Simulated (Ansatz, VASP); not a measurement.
One calculation of C, two programs

```xyz
8
Lattice="-2.9767 2.9767 1.9162 2.9767 -2.9767 1.9162 2.9767 2.9767 -1.9162" Properties=species:S:1:pos:R:3 pbc="T T T"
C    -0.6761    4.4650    0.4790
C     0.6761    1.4883    0.4790
C     1.4883    2.3006    1.4371
C    -1.4883    3.6528    1.4371
C     0.6761    4.4650    0.4790
C    -0.6761    1.4883    0.4790
C     1.4883    3.6528    1.4371
C    -1.4883    2.3006    1.4371
```

Alike in both runs: functional PBE; k mesh 8 × 8 × 8; occupations gaussian, width 0.02 eV; no spin polarisation.

Ansatz relaxed the structure, and its values are those at the end. VASP's run is a single point on that final structure, the one shown.

|  | VASP | Ansatz |
| --- | --- | --- |
| version | VASP 6.6.1 | Ansatz 0.2.0 |
| potentials or method | VASP PAW PBE potentials, release 64 (C), cutoff 520 eV | scalar-relativistic, plane waves, PAW |
| valence electrons in the cell | 32 | 32 |

Ansatz gave:

| Property | Result |
| --- | --- |
| gap on the k mesh at the Fermi level (eV) | 2.39 |
| least direct gap on the mesh (eV) | 2.69 |
| pressure (GPa) | 0.0 |
| rms of the force components (eV/Å) | 0.000 |

Which values does VASP return?

gap on the k mesh at the Fermi level (eV): 2.39; least direct gap on the mesh (eV): 2.69; pressure (GPa): 0.4; rms of the force components (eV/Å): 0.010.

The functional is the same, so the differences come from potentials, cutoffs and numerics.
